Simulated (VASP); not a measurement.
The system is PtS2.

```xyz
3
Lattice="3.4786 0.0000 0.0000 -1.7393 3.0126 0.0000 0.0000 0.0000 5.7689" Properties=species:S:1:pos:R:3 pbc="T T T"
Pt    0.0000    0.0000    0.0000
S     0.0000    2.0084    1.0901
S     1.7393    1.0042    4.6789
```

```yaml
Program: VASP 6.6.1
Task: relaxation of the atoms
Functional: PBE
Potentials_or_basis: VASP PAW PBE potentials, release 64 (Pt, S)
Cutoff: 520 eV
k_mesh: 12 × 12 × 6
Occupations: gaussian, width 0.05 eV
Spin: no spin polarisation
```

At the start: pressure 21.1 GPa; volume 20.15 Å³/atom.

**Question.** How do energy, volume and symmetry change on relaxing?

**Answer.** Over 6 steps the energy falls by 171.2 meV/atom at a fixed cell; space group P-3m1 (No. 164, to 0.1 Å) before and after.

Step by step:
```tsv
step	energy change (eV)	largest force (eV/Å)	pressure (GPa)
1	0.0000	2.8681	21.06
2	-0.4817	0.6713	8.18
3	-0.5135	0.0101	4.44
4	-0.5133	0.0395	4.16
5	-0.5135	0.0125	4.31
6	-0.5135	0.0001	4.38
```

Final structure:
```cif
data_structure
_symmetry_space_group_name_H-M 'P 1'
_symmetry_Int_Tables_number 1
_cell_length_a 3.4786
_cell_length_b 3.4786
_cell_length_c 5.7689
_cell_angle_alpha 90.000
_cell_angle_beta 90.000
_cell_angle_gamma 120.000
_cell_volume 60.46
loop_
_atom_site_label
_atom_site_type_symbol
_atom_site_fract_x
_atom_site_fract_y
_atom_site_fract_z
_atom_site_occupancy
Pt1 Pt 0.00000 0.00000 0.00000 1
S1 S 0.33333 0.66667 0.22126 1
S2 S 0.66667 0.33333 0.77874 1
```

Caveat: this functional lacks dispersion, which binds layers or chains, so the pressure and a relaxed spacing across them are unreliable.
